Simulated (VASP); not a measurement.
# CdSe (P6_3mc) in VASP: a series of runs

CdSe is run at these levels: PBE; tasks: relaxation of the atoms.

All numbers are computed with VASP 6.6.1; they aren't measurements. Logs are shortened: lines on timing, memory, paths and dates and some standing lists are left out, and cuts for length are marked.

## 1. The cell of the first run

Symmetry: P6_3mc, No. 186, hexagonal system. Conventional cell: a = 4.299 Å, b = 4.299 Å, c = 6.870 Å, α = 90.00°, β = 90.00°, γ = 120.00°. Within 3.4 Å of Cd (site symmetry 3m) lie 4 Se at 2.58 to 2.62 Å. Se (site symmetry 3m) has 4 Cd at 2.58 to 2.62 Å within 3.4 Å.

## 2. Relaxation of the atoms, PBE (z stretched by -2 %)

File INCAR:

```
SYSTEM = CdSe
ALGO = Normal
EDIFF = 1E-7
EDIFFG = -0.02
ENCUT = 520
GGA = PE
IBRION = 2
ISIF = 2
ISMEAR = -1
KPAR = 2
LASPH = .True.
LCHARG = .False.
LREAL = .False.
LWAVE = .False.
NELM = 80
NSW = 80
PREC = Accurate
SIGMA = 0.02
```

File KPOINTS:

```
k-points
0
Gamma
  12 12 6
  0 0 0
```

File POSCAR:

```
CdSe
1.0
    4.2990000000      0.0000000000      0.0000000000
   -2.1495000000      3.7230432109      0.0000000000
    0.0000000000      0.0000000000      6.8698000000
Cd Se
2 2
Direct
    0.3333333333      0.6666666667      0.0004794859
    0.6666666667      0.3333333333      0.5004794859
    0.3333333333      0.6666666667      0.3763105141
    0.6666666667      0.3333333333      0.8763105141
```

Potentials or basis: VASP PAW PBE potentials, release 64 (Cd, Se).

Started as:

```bash
cat potpaw_PBE.64/Cd/POTCAR potpaw_PBE.64/Se/POTCAR > POTCAR
mpirun -np 2 vasp_std > vasp.out
```

OUTCAR:

```text
SYSTEM = CdSe
   EDIFF = 1E-7
   EDIFFG = -0.02
   ENCUT = 520
   GGA = PE
   IBRION = 2
   ISIF = 2
   ISMEAR = -1
   LASPH = .True.
   LREAL = .False.
   NELM = 80
   NSW = 80
   PREC = Accurate

 ion  position               nearest neighbor table
   1  0.333  0.667  0.000-   3 2.58   4 2.62   4 2.62   4 2.62
   2  0.667  0.333  0.500-   4 2.58   3 2.62   3 2.62   3 2.62
   3  0.333  0.667  0.376-   1 2.58   2 2.62   2 2.62   2 2.62
   4  0.667  0.333  0.876-   2 2.58   1 2.62   1 2.62   1 2.62

  LATTYP: Found a hexagonal cell.
 ALAT       =     4.2990000000
 C/A-ratio  =     1.5979995348

  Lattice vectors:

 A1 = (   4.2990000000,   0.0000000000,   0.0000000000)
 A2 = (  -2.1495000000,   3.7230432109,   0.0000000000)
 A3 = (   0.0000000000,   0.0000000000,   6.8698000000)

Analysis of symmetry for initial positions (statically):
=====================================================================
 Subroutine PRICEL returns:
 Original cell was already a primitive cell.

 Routine SETGRP: Setting up the symmetry group for a
 hexagonal supercell.

 Subroutine GETGRP returns: Found 12 space group operations
 (whereof  6 operations were pure point group operations)
 out of a pool of 24 trial point group operations.

The static configuration has the point symmetry C_3v.
 The point group associated with its full space group is C_6v.

Analysis of symmetry for dynamics (positions and initial velocities):
=====================================================================
 Subroutine PRICEL returns:
 Original cell was already a primitive cell.

 Routine SETGRP: Setting up the symmetry group for a
 hexagonal supercell.

 Subroutine GETGRP returns: Found 12 space group operations
 (whereof  6 operations were pure point group operations)
 out of a pool of 24 trial point group operations.

The dynamic configuration has the point symmetry C_3v.
 The point group associated with its full space group is C_6v.

 Subroutine INISYM returns: Found 12 space group operations
 (whereof  6 operations are pure point group operations),
 and found     1 'primitive' translations

----------------------------------------------------------------------------------------

                                     Primitive cell

  volume of cell :     109.9536

  direct lattice vectors                    reciprocal lattice vectors
     4.299000000  0.000000000  0.000000000     0.232612235  0.134298737  0.000000000
    -2.149500000  3.723043211  0.000000000     0.000000000  0.268597473  0.000000000
     0.000000000  0.000000000  6.869800000     0.000000000  0.000000000  0.145564645

  length of vectors
     4.299000000  4.299000000  6.869800000     0.268597473  0.268597473  0.145564645

  position of ions in fractional coordinates (direct lattice)
     0.333333333  0.666666667  0.000479486
     0.666666667  0.333333333  0.500479486
     0.333333333  0.666666667  0.376310514
     0.666666667  0.333333333  0.876310514

  ion indices of the primitive-cell ions
   primitive index   ion index
                 1           1
                 2           2
                 3           3
                 4           4

----------------------------------------------------------------------------------------

 KPOINTS: k-points

Automatic generation of k-mesh.
 Grid dimensions read from file:
 generate k-points for:   12   12    6

 Generating k-lattice:

  Cartesian coordinates                     Fractional coordinates (reciprocal lattice)
     0.019384353  0.011191561  0.000000000     0.083333333  0.000000000  0.000000000
     0.000000000  0.022383123  0.000000000     0.000000000  0.083333333  0.000000000
     0.000000000  0.000000000  0.024260774     0.000000000  0.000000000  0.166666667

  Length of vectors
     0.022383123  0.022383123  0.024260774

  Shift w.r.t. Gamma in fractional coordinates (k-lattice)
     0.000000000  0.000000000  0.000000000

 Subroutine IBZKPT returns following result:
 ===========================================

 Found     76 irreducible k-points:

 Following reciprocal coordinates:
            Coordinates               Weight
  0.000000  0.000000  0.000000      1.000000
  0.083333  0.000000  0.000000      6.000000
  0.166667  0.000000  0.000000      6.000000
  0.250000 -0.000000  0.000000      6.000000
  0.333333 -0.000000  0.000000      6.000000
  0.416667 -0.000000  0.000000      6.000000
[... 16 lines left out ...]
  0.250000 -0.000000  0.166667     12.000000
  0.333333 -0.000000  0.166667     12.000000
 [... further k-points ...]
   k-points           NKPTS =     76   k-points in BZ     NKDIM =     76   number of bands    NBANDS=     22
   number of dos      NEDOS =    301   number of ions     NIONS =      4
   total plane-waves  NPLWV =  55296
   dimension x,y,z NGX =    32 NGY =   32 NGZ =   54
   dimension x,y,z NGXF=    64 NGYF=   64 NGZF=  108
   ions per type =               2   2
   NGX,Y,Z   is equivalent  to a cutoff of  12.37, 12.37, 13.07 a.u.
   NGXF,Y,Z  is equivalent  to a cutoff of  24.75, 24.75, 26.14 a.u.
 SYSTEM =  CdSe
   PREC   = accura    normal or accurate (medium, high low for compatibility)
   ISTART =      0    job   : 0-new  1-cont  2-samecut
   ICHARG =      2    charge: 1-file 2-atom 10-const
   ISPIN  =      1    spin polarized calculation?
   LNONCOLLINEAR =      F non collinear calculations
   LSORBIT =      F    spin-orbit coupling
   LASPH  =      T    aspherical Exc in radial PAW
   ENCUT  =  520.0 eV  38.22 Ry    6.18 a.u.   7.99  7.99 12.77*2*pi/ulx,y,z
   NELM   =     80;   NELMIN=  2; NELMDL= -5     # of ELM steps
   EDIFF  = 0.1E-06   stopping-criterion for ELM
   LREAL  =      F    real-space projection
   EDIFFG = -.2E-01   stopping-criterion for IOM
   NSW    =     80    number of steps for IOM
   IBRION =      2    ionic relax: 0-MD 1-quasi-New 2-CG
   NFREE  =      1    steps in history (QN), initial steepest desc. (CG)
   ISIF   =      2    stress and relaxation
   ISYM   =      2    0-nonsym 1-usesym 2-fastsym
   POTIM  = 0.5000    time-step for ionic-motion
   TEBEG  =    0.0;   TEEND  =   0.0 temperature during run
   PSTRESS=    0.0 pullay stress
   NELECT =      36.0000    total number of electrons
   NUPDOWN=      -1.0000    fix difference up-down
   EMIN   =  10.00;   EMAX   =-10.00  energy-range for DOS
   EFERMI =   0.00;   METHOD = LEGACY
   ISMEAR =    -1;   SIGMA  =   0.02  broadening in eV -4-tet -1-fermi 0-gaus
   EFERMI_NEDOS =   21; number of points for ismear=-14 and -15
   IALGO  =     38    algorithm
   IMIX   =      4    mixing-type and parameters
     AMIX     =   0.40;   BMIX     =  1.00
     AMIX_MAG =   1.60;   BMIX_MAG =  1.00
  volume/ion in A,a.u.               =      27.49       185.50
  Fermi-wavevector in a.u.,A,eV,Ry     =   1.128338  2.132249 17.322205  1.273146
  Thomas-Fermi vector in A             =   2.265027
   LORBIT       =      0    0 simple, 1 ext, 2 COOP (PROOUT), +10 PAW based schemes
   GGA     = PE    functional components
   LHFCALC =     F    Hartree Fock is set to
   AEXX    =    0.0000 exact exchange contribution
   IVDW    =     0    specifies the selected vdW correction
   LEPSILON=     F    determine dielectric tensor
   LRPA    =     F    only Hartree local field effects (RPA)
 conjugate gradient relaxation of ions
 non-spin polarized calculation
  energy-cutoff  :      520.00
  volume of cell :      109.95
 maximum number of plane-waves:      2982
 NGX is ok and might be reduce to    32
   NGX = 15   NGY = 15   NGZ = 25

--------------------------------------- Ionic step        1  -------------------------------------------

 number of electron      35.9999990 magnetization

 Free energy of the ion-electron system (eV)
  ---------------------------------------------------
  ext. energy  EPLUGINS =         0.00000000
  ---------------------------------------------------
  free energy    TOTEN  =       -10.85544862 eV

  energy without entropy =      -10.85544862  energy(sigma->0) =      -10.85544862

------------------------ aborting loop because EDIFF is reached ----------------------------------------

  FORCE on cell =-STRESS in cart. coord.  units (eV):
  Direction    XX          YY          ZZ          XY          YZ          ZX
  --------------------------------------------------------------------------------------
  -------------------------------------------------------------------------------------
  Total        2.6634970      2.6634970      4.2659895      0.0000000      0.0000000      0.0000000
  in kB       38.8108522     38.8108522     62.1613952      0.0000000      0.0000000      0.0000000
  external PRESSURE =      46.5943665 kB  Pullay stress =       0.0000000 kB

 VOLUME and BASIS-vectors are now :
 -----------------------------------------------------------------------------
  energy-cutoff  :      520.00
  volume of cell :      109.95
      direct lattice vectors                 reciprocal lattice vectors
     4.299000000  0.000000000  0.000000000     0.232612235  0.134298737  0.000000000
    -2.149500000  3.723043211  0.000000000     0.000000000  0.268597473  0.000000000
     0.000000000  0.000000000  6.869800000     0.000000000  0.000000000  0.145564645
[... 39 lines left out ...]
 POSITION                                       TOTAL-FORCE (eV/Angst)
 -----------------------------------------------------------------------------------
     -0.00000      2.48203      6.86359         0.000000      0.000000     -0.084439
      2.14950      1.24101      3.42869        -0.000000     -0.000000     -0.084439
     -0.00000      2.48203      2.59468        -0.000000      0.000000      0.084439
      2.14950      1.24101      6.02958         0.000000     -0.000000      0.084439
 -----------------------------------------------------------------------------------
    total drift:                               -0.000000     -0.000000      0.000180

  FREE ENERGIE OF THE ION-ELECTRON SYSTEM (eV)
  ---------------------------------------------------
  free  energy   TOTEN  =       -10.8607681003 eV

  energy  without entropy=      -10.8607681002  energy(sigma->0) =      -10.86076810

--------------------------------------- Ionic step        3  -------------------------------------------

 number of electron      35.9999995 magnetization

 Free energy of the ion-electron system (eV)
  ---------------------------------------------------
  ext. energy  EPLUGINS =         0.00000000
  ---------------------------------------------------
  free energy    TOTEN  =       -10.86205245 eV

  energy without entropy =      -10.86205245  energy(sigma->0) =      -10.86205245

 E-fermi :   1.5018     XC(G=0):  -8.9837

 val. band max:        1.1305292976   @ k =   0.0000   0.0000   0.0000
 cond. band min:       1.8562348409   @ k =   0.0000   0.0000   0.0000
 fundamental gap:      0.7257055433
 Fermi energy:         1.5018190518

 k-point     1 :       0.0000    0.0000    0.0000
  band No.  band energies     occupation
      1     -11.6014      2.00000
      2     -11.1899      2.00000
      3      -6.8713      2.00000
      4      -6.8713      2.00000
      5      -6.8632      2.00000
      6      -6.8009      2.00000
[... 14 lines left out ...]
     21       6.9036      0.00000
     22       6.9036      0.00000
[... 552 lines left out ...]
  band No.  band energies     occupation
      1     -11.3099      2.00000
      2     -11.1071      2.00000
      3      -6.7980      2.00000
      4      -6.7806      2.00000
      5      -6.6921      2.00000
      6      -6.6767      2.00000
[... 14 lines left out ...]
     21       6.4299      0.00000
     22       6.6935      0.00000

 [... further k-points ...]

------------------------ aborting loop because EDIFF is reached ----------------------------------------

  FORCE on cell =-STRESS in cart. coord.  units (eV):
  Direction    XX          YY          ZZ          XY          YZ          ZX
  --------------------------------------------------------------------------------------
  -------------------------------------------------------------------------------------
  Total        2.9681079      2.9681079      3.5503398      0.0000000      0.0000000      0.0000000
  in kB       43.2494564     43.2494564     51.7333843      0.0000000      0.0000000      0.0000000
  external PRESSURE =      46.0774324 kB  Pullay stress =       0.0000000 kB

 VOLUME and BASIS-vectors are now :
 -----------------------------------------------------------------------------
  energy-cutoff  :      520.00
  volume of cell :      109.95
      direct lattice vectors                 reciprocal lattice vectors
     4.299000000  0.000000000  0.000000000     0.232612235  0.134298737  0.000000000
    -2.149500000  3.723043211  0.000000000     0.000000000  0.268597473  0.000000000
     0.000000000  0.000000000  6.869800000     0.000000000  0.000000000  0.145564645

 POSITION                                       TOTAL-FORCE (eV/Angst)
 -----------------------------------------------------------------------------------
     -0.00000      2.48203      6.85588         0.000000     -0.000000      0.000374
      2.14950      1.24101      3.42098        -0.000000      0.000000      0.000374
     -0.00000      2.48203      2.60239        -0.000000      0.000000     -0.000374
      2.14950      1.24101      6.03729        -0.000000      0.000000     -0.000374
 -----------------------------------------------------------------------------------
    total drift:                               -0.000000     -0.000000     -0.000356

  FREE ENERGIE OF THE ION-ELECTRON SYSTEM (eV)
  ---------------------------------------------------
  free  energy   TOTEN  =       -10.8620524496 eV

  energy  without entropy=      -10.8620524495  energy(sigma->0) =      -10.86205245

 reached required accuracy - stopping structural energy minimisation
```

Run time: 1.8 min. Hardware: 2 MPI ranks of Intel Xeon 6975P-C (Granite Rapids), shared host; peak memory 0.33 GiB.

Results:

* Free energy: -10.8621 eV
* Energy gained by relaxing: 1.7 meV/atom
* Ionic steps: 3
* Pressure after relaxing: 4.6 GPa
* Band gap on the k mesh: 0.73 eV

Step by step:
| step | energy change (eV) | largest force (eV/Å) | pressure (GPa) |
| --- | --- | --- | --- |
| 1 | 0.0000 | 0.1970 | 4.66 |
| 2 | -0.0053 | 0.0844 | 4.62 |
| 3 | -0.0066 | 0.0004 | 4.61 |

Final structure:
```
Cd Se
1.0
     4.29900    0.00000    0.00000
    -2.14950    3.72304    0.00000
     0.00000    0.00000    6.86980
Cd Se
2 2
Direct
  0.33333 0.66667 0.99797
  0.66667 0.33333 0.49797
  0.33333 0.66667 0.37882
  0.66667 0.33333 0.87882
```

Levels at points of the mesh, in eV from the valence-band top:
```
           k point  band 16  band 17  band 18  band 19  band 20  band 21
(0.00, 0.00, 0.00)    -0.03    -0.03     0.00     0.73     2.07     5.77
(0.50, 0.00, 0.00)    -2.00    -1.36    -0.82     3.23     3.29     4.85
(0.00, 0.00, 0.50)    -0.46    -0.46    -0.46     2.36     2.36     5.94
(0.50, 0.00, 0.50)    -1.45    -1.34    -1.34     2.99     2.99     4.84
```

Caveat: the cell differs from its parent crystal (z stretched by -2 %); semilocal functionals underestimate gaps, and a narrow one can read as zero.

## 3. Relaxation of the atoms, PBE (z stretched by -1 %)

File INCAR:

```
  ALGO = Normal
  EDIFF = 1E-6
  EDIFFG = -0.02
  ENCUT = 520
  GGA = PE
  IBRION = 2
  ISIF = 2
  ISMEAR = -1
  KPAR = 2
  LASPH = True
  LCHARG = False
  LREAL = False
  LWAVE = False
  NELM = 60
  NSW = 80
  PREC = Accurate
  SIGMA = 0.02
```

File KPOINTS:

```
k-points
0
Gamma
  12 12 6
```

Edit POSCAR of step 2 so:

```diff
@@ -4,3 +4,3 @@
    -2.1495000000      3.7230432109      0.0000000000
-    0.0000000000      0.0000000000      6.8698000000
+    0.0000000000      0.0000000000      6.9399000000
 Cd Se
```

Potentials or basis: VASP PAW PBE potentials, release 64 (Cd, Se).

Started as:

```bash
cat potpaw_PBE.64/Cd/POTCAR potpaw_PBE.64/Se/POTCAR > POTCAR
mpirun -np 2 vasp_std > vasp.out
```

Wall time 76 s (2 MPI ranks of Intel Xeon 6975P-C (Granite Rapids), shared host); peak memory 0.33 GiB.

The run converged. Its results:

```yaml
Free_energy: -10.8952 eV
Energy_gained_by_relaxing: 0.4 meV/atom
Ionic_steps: 3
Pressure_after_relaxing: 4.0 GPa
Band_gap_on_the_k_mesh: 0.71 eV
```

Stress tensor (GPa, compression positive):
```
3.80 0.00 0.00
0.00 3.80 0.00
0.00 0.00 4.30
```

The path:
| step | energy change (eV) | largest force (eV/Å) | pressure (GPa) |
| --- | --- | --- | --- |
| 1 | 0.0000 | 0.0897 | 3.97 |
| 2 | -0.0011 | 0.0422 | 3.97 |
| 3 | -0.0015 | 0.0015 | 3.97 |

Final structure:
```
Cd Se
1.0
     4.29900    0.00000    0.00000
    -2.14950    3.72304    0.00000
     0.00000    0.00000    6.93990
Cd Se
2 2
Direct
  0.33333 0.66667 0.99930
  0.66667 0.33333 0.49930
  0.33333 0.66667 0.37749
  0.66667 0.33333 0.87749
```

Levels at points of the mesh, in eV from the valence-band top:
```csv
k point,band 14,band 15,band 16,band 17,band 18,band 19,band 20,band 21,band 22
"(0.00, 0.00, 0.00)",-0.80,-0.80,-0.01,0.00,0.00,0.71,2.15,5.83,5.83
"(0.50, 0.00, 0.00)",-3.68,-2.69,-1.92,-1.34,-0.78,3.27,3.29,4.83,6.28
"(0.00, 0.00, 0.50)",-2.65,-0.42,-0.42,-0.42,-0.42,2.39,2.39,5.91,5.91
"(0.50, 0.00, 0.50)",-4.28,-1.39,-1.39,-1.34,-1.34,2.98,2.98,4.86,4.86
```

Caveat: the cell differs from its parent crystal (z stretched by -1 %); semilocal functionals underestimate gaps, and a narrow one can read as zero.
